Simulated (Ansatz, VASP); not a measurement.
**One calculation of NaCl, two programs**

The input INCAR:

```
SYSTEM = NaCl
PREC = Accurate ; ENCUT = 500
EDIFF = 1E-6 ; ISMEAR = -1
SIGMA = 0.02 ; LREAL = .FALSE.
LASPH = .TRUE. ; NELM = 120
ALGO = Normal ; ISIF = 2
LWAVE = .FALSE. ; LCHARG = .FALSE.
NBANDS = 14 ; GGA_COMPAT = .FALSE.
```

KPOINTS

```
Automatic mesh
0
G
  8 8 8
  0 0 0
```

The input POSCAR:

```
NaCl
1.0
    2.8600000000      0.0000000000      0.0000000000
    0.0000000000      2.8600000000      0.0000000000
    0.0000000000      0.0000000000      2.8600000000
Na Cl
1 1
Direct
    0.0000000000      0.0000000000      0.0000000000
    0.5000000000      0.5000000000      0.5000000000
```

Input for Ansatz:

```yaml
crystal:
  lattice:
    - [2.86, 0.0, 0.0]
    - [0.0, 2.86, 0.0]
    - [0.0, 0.0, 2.86]
  atoms:
    - { symbol: Na, position: [0.0, 0.0, 0.0] }
    - { symbol: Cl, position: [0.5, 0.5, 0.5] }
kpoints:
  mp_grid: { grid: [8, 8, 8] }
  band_path:
    path:
      - [0.0, 0.0, 0.0]
      - [0.0, 0.5, 0.0]
      - [0.5, 0.5, 0.0]
      - [0.0, 0.0, 0.0]
      - [0.5, 0.5, 0.5]
      - [0.0, 0.5, 0.0]
      - [0.5, 0.5, 0.5]
      - [0.5, 0.5, 0.0]
    npoints: 5
scf:
  occupations: { method: fermi_dirac, width: 0.02 }
hamiltonian:
  xc: lda
  pseudopotentials: { kind: all_electron, lapw: { basis_error: 0.00025 } }
output:
  forces: true
  stress: true
  eigenvalues: true
```

Alike in both runs: task single point; functional LDA; k mesh 8 × 8 × 8; occupations fermi-dirac, width 0.02 eV; no spin polarisation.

```csv
,VASP,Ansatz
version,VASP 6.6.1,Ansatz 0.2.0
potentials or method,"VASP PAW LDA potentials, release 64 (Na_pv, Cl), cutoff 500 eV","all-electron LAPW, scalar-relativistic"
```

|  | VASP | Ansatz | Ansatz less VASP |
| --- | --- | --- | --- |
| gap on the k mesh at the Fermi level (eV) | 4.04 | 4.00 | -0.040 |

LDA's correlation is that of Perdew and Zunger in VASP and of Perdew and Wang (1992) in Ansatz. Ansatz ran all-electron here, and VASP with PAW potentials.
